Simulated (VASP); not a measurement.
Write the native input for VASP 6.6.1 that does the following.

| Property | Result |
| --- | --- |
| Task | relaxation of cell and atoms |
| Functional | PBEsol |
| Potentials or basis | VASP PAW PBE potentials, release 64 (Au, Al) |
| Cutoff | 600 eV |
| k mesh | 9 × 9 × 9 |
| Occupations | fermi-dirac, width 0.05 eV |
| Spin | no spin polarisation |
| Target pressure | 20 GPa |
| Dipole correction | no |
| Further INCAR settings | ALGO = Normal; EDIFF = 1e-07; IBRION = 2; EDIFFG = -0.01; NSW = 60; ISIF = 3 |

The structure of Al3Au lies in POSCAR:

```
Al3Au
1.0
   -2.0253330000      2.0253330000      4.0566000000
    2.0253330000     -2.0253330000      4.0566000000
    2.0253330000      2.0253330000     -4.0566000000
Au Al
1 3
Direct
    0.0000000000      0.0000000000      0.0000000000
    0.5000000000      0.5000000000      0.0000000000
    0.2500000000      0.7500000000      0.5000000000
    0.7500000000      0.2500000000      0.5000000000
```

One way to write it, as run:

INCAR

```
PREC     = Accurate       # precision mode
ENCUT    = 600            # plane-wave cutoff, eV
EDIFF    = 1E-7           # SCF threshold, eV
ISMEAR   = -1             # smearing method
SIGMA    = 0.05           # smearing width, eV
LREAL    = False          # projectors in reciprocal space
LASPH    = True           # aspherical terms in the spheres
NELM     = 80             # most SCF steps
ALGO     = Normal         # electronic algorithm
ISIF     = 3              # what is computed and relaxed
LWAVE    = False          # write WAVECAR
LCHARG   = False          # write CHGCAR
GGA      = PS             # functional
IBRION   = 2              # ionic algorithm
NSW      = 60             # ionic steps
EDIFFG   = -0.01          # ionic threshold
PSTRESS  = 200.0
```

KPOINTS

```
regular mesh
0
Gamma
  9 9 9
```

Potentials or basis: VASP PAW PBE potentials, release 64 (Au, Al).

Run with:

```console
$ cat potpaw_PBE.64/Au/POTCAR potpaw_PBE.64/Al/POTCAR > POTCAR
$ mpirun -np 1 vasp_std > vasp.out
```

Results of the run:

| Property | Result |
| --- | --- |
| Relaxed volume | 14.09 Å³/atom |
| Relaxed cell | a = 4.694 Å, b = 4.694 Å, c = 4.694 Å, α = 131.78°, β = 131.78°, γ = 70.58° |
| Space group after relaxing (to 0.1 Å) | I4/mmm (No. 139) |
| Energy change on relaxing (the run minimises the enthalpy) | +111.2 meV/atom |
| Ionic steps | 9 |
| Pressure after relaxing | 20.0 GPa |
| Band gap on the k mesh | zero (bands 10 and 11 overlap by 3.08 eV) |

Caveat: the cell is relaxed towards a set pressure, so the run minimises the enthalpy, not the energy; the volume moved by over 15 % at a fixed basis, so the end points are rough; the PAW data sets were made with another functional, which shifts forces and pressure a little; spin-orbit coupling is left out, which moves the levels of the heavy elements.

Wall time 13 min on 1 thread of Intel Xeon 8259CL, with other jobs on the host, peak memory 0.31 GiB.
